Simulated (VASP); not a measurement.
# Rh (Im-3m) in VASP: notebook, part 2 of 3

VASP 6.6.1.

**3. Relaxation of cell and atoms, PBEsol, target pressure 510 GPa, at which the enthalpy is minimised**

This run uses another cell than the first one, of 8.18 Å³/atom, 1.005 times its volume.

INCAR

```
ALGO = Normal
EDIFF = 1E-6
EDIFFG = -0.005
ENCUT = 600
GGA = PS
IBRION = 2
ISIF = 3
ISMEAR = -1
LASPH = True
LCHARG = False
LREAL = False
LWAVE = False
NELM = 80
NSW = 32
PREC = Accurate
PSTRESS = 5100.0
SIGMA = 0.1
```

KPOINTS

```
k-points
0
Gamma
  21 21 21
```

POSCAR

```
Rh
1.0
   -1.2691848316      1.2691848316      1.2691848316
    1.2691848316     -1.2691848316      1.2691848316
    1.2691848316      1.2691848316     -1.2691848316
Rh
1
Direct
    0.0000000000      0.0000000000      0.0000000000
```

Potentials or basis: VASP PAW PBE potentials, release 64 (Rh_pv).

On the command line:

```sh
$ cat potpaw_PBE.64/Rh_pv/POTCAR > POTCAR
$ mpirun -np 1 vasp_std > vasp.out
```

OUTCAR:

```text
EDIFF = 1E-6
   EDIFFG = -0.005
   ENCUT = 600
   GGA = PS
   IBRION = 2
   ISIF = 3
   ISMEAR = -1
   LASPH = True
   LREAL = False
   NELM = 80
   NSW = 32
   PREC = Accurate
   PSTRESS = 5100.0

 ion  position               nearest neighbor table
   1  0.000  0.000  0.000-

  LATTYP: Found a body centered cubic cell.
 ALAT       =     2.5383696632

  Lattice vectors:

 A1 = (  -1.2691848316,   1.2691848316,   1.2691848316)
 A2 = (   1.2691848316,  -1.2691848316,   1.2691848316)
 A3 = (   1.2691848316,   1.2691848316,  -1.2691848316)

Analysis of symmetry for initial positions (statically):
=====================================================================
 Subroutine PRICEL returns:
 Original cell was already a primitive cell.

 Routine SETGRP: Setting up the symmetry group for a
 body centered cubic supercell.

 Subroutine GETGRP returns: Found 48 space group operations
 (whereof 48 operations were pure point group operations)
 out of a pool of 48 trial point group operations.

The static configuration has the point symmetry O_h .

Analysis of symmetry for dynamics (positions and initial velocities):
=====================================================================
 Subroutine PRICEL returns:
 Original cell was already a primitive cell.

 Routine SETGRP: Setting up the symmetry group for a
 body centered cubic supercell.

 Subroutine GETGRP returns: Found 48 space group operations
 (whereof 48 operations were pure point group operations)
 out of a pool of 48 trial point group operations.

The dynamic configuration has the point symmetry O_h .

 Subroutine INISYM returns: Found 48 space group operations
 (whereof 48 operations are pure point group operations),
 and found     1 'primitive' translations

----------------------------------------------------------------------------------------

                                     Primitive cell

  volume of cell :       8.1778

  direct lattice vectors                    reciprocal lattice vectors
    -1.269184832  1.269184832  1.269184832     0.000000000  0.393953652  0.393953652
     1.269184832 -1.269184832  1.269184832     0.393953652  0.000000000  0.393953652
     1.269184832  1.269184832 -1.269184832     0.393953652  0.393953652  0.000000000

  length of vectors
     2.198292613  2.198292613  2.198292613     0.557134598  0.557134598  0.557134598

  position of ions in fractional coordinates (direct lattice)
     0.000000000  0.000000000  0.000000000

  ion indices of the primitive-cell ions
   primitive index   ion index
                 1           1

----------------------------------------------------------------------------------------

 KPOINTS: k-points

Automatic generation of k-mesh.
 Grid dimensions read from file:
 generate k-points for:   21   21   21

 Generating k-lattice:

  Cartesian coordinates                     Fractional coordinates (reciprocal lattice)
     0.000000000  0.018759698  0.018759698     0.047619048  0.000000000  0.000000000
     0.018759698  0.000000000  0.018759698     0.000000000  0.047619048  0.000000000
     0.018759698  0.018759698  0.000000000     0.000000000  0.000000000  0.047619048
[... 40 lines left out ...]
   number of dos      NEDOS =    301   number of ions     NIONS =      1
   total plane-waves  NPLWV =   5832
   dimension x,y,z NGX =    18 NGY =   18 NGZ =   18
   dimension x,y,z NGXF=    36 NGYF=   36 NGZF=   36
   ions per type =               1
   NGX,Y,Z   is equivalent  to a cutoff of  13.61, 13.61, 13.61 a.u.
   NGXF,Y,Z  is equivalent  to a cutoff of  27.23, 27.23, 27.23 a.u.
 SYSTEM =  unknown system
   PREC   = accura    normal or accurate (medium, high low for compatibility)
   ISTART =      0    job   : 0-new  1-cont  2-samecut
   ICHARG =      2    charge: 1-file 2-atom 10-const
   ISPIN  =      1    spin polarized calculation?
   LNONCOLLINEAR =      F non collinear calculations
   LSORBIT =      F    spin-orbit coupling
   LASPH  =      T    aspherical Exc in radial PAW
   ENCUT  =  600.0 eV  44.10 Ry    6.64 a.u.   4.39  4.39  4.39*2*pi/ulx,y,z
   NELM   =     80;   NELMIN=  2; NELMDL= -5     # of ELM steps
   EDIFF  = 0.1E-05   stopping-criterion for ELM
   LREAL  =      F    real-space projection
   EDIFFG = -.5E-02   stopping-criterion for IOM
   NSW    =     32    number of steps for IOM
   IBRION =      2    ionic relax: 0-MD 1-quasi-New 2-CG
   NFREE  =      1    steps in history (QN), initial steepest desc. (CG)
   ISIF   =      3    stress and relaxation
   ISYM   =      2    0-nonsym 1-usesym 2-fastsym
   POTIM  = 0.5000    time-step for ionic-motion
   TEBEG  =    0.0;   TEEND  =   0.0 temperature during run
   PSTRESS= 5100.0 pullay stress
   NELECT =      15.0000    total number of electrons
   NUPDOWN=      -1.0000    fix difference up-down
   EMIN   =  10.00;   EMAX   =-10.00  energy-range for DOS
   EFERMI =   0.00;   METHOD = LEGACY
   ISMEAR =    -1;   SIGMA  =   0.10  broadening in eV -4-tet -1-fermi 0-gaus
   EFERMI_NEDOS =   21; number of points for ismear=-14 and -15
   IALGO  =     38    algorithm
   IMIX   =      4    mixing-type and parameters
     AMIX     =   0.40;   BMIX     =  1.00
     AMIX_MAG =   1.60;   BMIX_MAG =  1.00
  volume/ion in A,a.u.               =       8.18        55.19
  Fermi-wavevector in a.u.,A,eV,Ry     =   2.003982  3.786976 54.640208  4.015942
  Thomas-Fermi vector in A             =   3.018567
   LORBIT       =      0    0 simple, 1 ext, 2 COOP (PROOUT), +10 PAW based schemes
   GGA     = PS    functional components
   LHFCALC =     F    Hartree Fock is set to
   AEXX    =    0.0000 exact exchange contribution
   IVDW    =     0    specifies the selected vdW correction
   LEPSILON=     F    determine dielectric tensor
   LRPA    =     F    only Hartree local field effects (RPA)
 conjugate gradient relaxation of ions
 non-spin polarized calculation
  energy-cutoff  :      600.00
  volume of cell :        8.18
 maximum number of plane-waves:       281
 NGX is ok and might be reduce to    18
   NGX =  9   NGY =  9   NGZ =  9

--------------------------------------- Ionic step        1  -------------------------------------------

 number of electron      15.0000006 magnetization

 Free energy of the ion-electron system (eV)
  ---------------------------------------------------
  ext. energy  EPLUGINS =         0.00000000
  ---------------------------------------------------
  free energy    TOTEN  =        -2.19917488 eV

  energy without entropy =       -2.16391604  energy(sigma->0) =       -2.18154546

------------------------ aborting loop because EDIFF is reached ----------------------------------------

  FORCE on cell =-STRESS in cart. coord.  units (eV):
  Direction    XX          YY          ZZ          XY          YZ          ZX
  --------------------------------------------------------------------------------------
  -------------------------------------------------------------------------------------
  Total       26.3812548     26.3812548     26.3812548      0.0000000      0.0000000      0.0000000
  in kB     5168.5821123   5168.5821123   5168.5821123      0.0000000      0.0000000      0.0000000
  external PRESSURE =      68.5821123 kB  Pullay stress =    5100.0000000 kB
[... 98 lines left out ...]
--------------------------------------- Ionic step        4  -------------------------------------------

 number of electron      15.0000006 magnetization

 Free energy of the ion-electron system (eV)
  ---------------------------------------------------
  ext. energy  EPLUGINS =         0.00000000
  ---------------------------------------------------
  free energy    TOTEN  =        -2.27967991 eV

  energy without entropy =       -2.24421491  energy(sigma->0) =       -2.26194741

 E-fermi :  23.6617     XC(G=0): -17.7769

 val. band max:       23.6472939772   @ k =  -0.2381   0.2857   0.0476
 cond. band min:      23.7011069441   @ k =  -0.4286  -0.4762   0.2857
 fundamental gap:      0.0538129669
 Fermi energy:        23.6616636877

 k-point     1 :       0.0000    0.0000    0.0000
  band No.  band energies     occupation
      1     -23.0080      2.00000
      2     -23.0080      2.00000
      3     -23.0080      2.00000
      4      12.2387      2.00000
      5      17.2195      2.00000
      6      17.2195      2.00000
      7      17.2195      2.00000
      8      22.2568      2.00000
      9      22.2568      2.00000
     10      41.2497      0.00000
     11      41.2497      0.00000
[... 309 lines left out ...]
 k-point    24 :       0.1905    0.0952    0.0000
  band No.  band energies     occupation
      1     -25.0015      2.00000
      2     -23.5944      2.00000
      3     -23.1523      2.00000
      4      14.2364      2.00000
      5      15.6047      2.00000
      6      17.5016      2.00000
      7      20.8817      2.00000
      8      22.1145      2.00000
      9      22.9978      1.99739
     10      42.9241      0.00000
     11      43.4936      0.00000

 [... further k-points ...]
[... 5 lines left out ...]
  --------------------------------------------------------------------------------------
  -------------------------------------------------------------------------------------
  Total       26.1112577     26.1112577     26.1112577      0.0000000     -0.0000000      0.0000000
  in kB     5100.0129195   5100.0129195   5100.0129195      0.0000000     -0.0000000      0.0000000
  external PRESSURE =       0.0129195 kB  Pullay stress =    5100.0000000 kB
[... 20 lines left out ...]
  energy  without entropy=       -2.2442149121  energy(sigma->0) =       -2.26194741

  enthalpy is  TOTEN    =        23.8315116491 eV   P V=       26.1111915614

 reached required accuracy - stopping structural energy minimisation
```

OSZICAR:

```text
N       E                     dE             d eps       ncg     rms          rms(c)
DAV:   1     0.122659539928E+03    0.12266E+03   -0.10063E+04  6319   0.177E+03
DAV:   2    -0.122890484578E+01   -0.12389E+03   -0.11884E+03  6430   0.433E+02
DAV:   3    -0.249277399353E+01   -0.12639E+01   -0.12532E+01  7276   0.477E+01
DAV:   4    -0.249771673223E+01   -0.49427E-02   -0.49418E-02  7068   0.302E+00
[... 24 lines left out ...]
   3 F= 0.23831513E+02 E0= 0.23849251E+02  d E =-.512624E-03
       N       E                     dE             d eps       ncg     rms          rms(c)
DAV:   1    -0.227968538754E+01    0.44024E-02   -0.10991E-04  6793   0.191E-01    0.434E-02
DAV:   2    -0.227968024959E+01    0.51379E-05   -0.85343E-06  6820   0.481E-02    0.130E-02
DAV:   3    -0.227967991235E+01    0.33724E-06   -0.13055E-06  3665   0.183E-02
   4 F= 0.23831512E+02 E0= 0.23849244E+02  d E =-.514391E-03
```

Wall time 42 s (1 thread of Intel Xeon 6975P-C, shared host); peak memory 0.16 GiB.

Results:

| Quantity | Value |
| --- | --- |
| Free energy | -2.2797 eV |
| Relaxed volume | 8.20 Å³/atom |
| Relaxed cell | a = 2.201 Å, b = 2.201 Å, c = 2.201 Å, α = 109.47°, β = 109.47°, γ = 109.47° |
| Space group after relaxing (to 0.05 Å) | Im-3m (No. 229) |
| Energy change on relaxing (the enthalpy is what falls) | -80.5 meV/atom |
| Ionic steps | 4 |
| Pressure after relaxing | 510.0 GPa |

Step by step:
| step | energy change (eV) | largest force (eV/Å) | pressure (GPa) | volume (Å³) |
| --- | --- | --- | --- | --- |
| 1 | 0.0000 | 0.0000 | 516.86 | 8.18 |
| 2 | -1.2215 | 0.0000 | 416.00 | 8.60 |
| 3 | -0.0849 | 0.0000 | 509.62 | 8.20 |
| 4 | -0.0805 | 0.0000 | 510.00 | 8.20 |

Final structure:
```
Rh
1.0
    -1.27048    1.27048    1.27048
     1.27048   -1.27048    1.27048
     1.27048    1.27048   -1.27048
Rh
1
Direct
  0.00000 0.00000 0.00000
```

Levels at points of the mesh, in eV from the Fermi level:
```
           k point  band 3  band 4  band 5  band 6  band 7  band 8  band 9  band 10  band 11
(0.00, 0.00, 0.00)  -46.67  -11.42   -6.44   -6.44   -6.44   -1.40   -1.40    17.59    17.59
```

Caveat: the cell is relaxed towards a set pressure, so the enthalpy falls and the energy may rise; the PAW data sets were made with another functional, which shifts forces and pressure a little.

(Continued in part 3 of 3.)
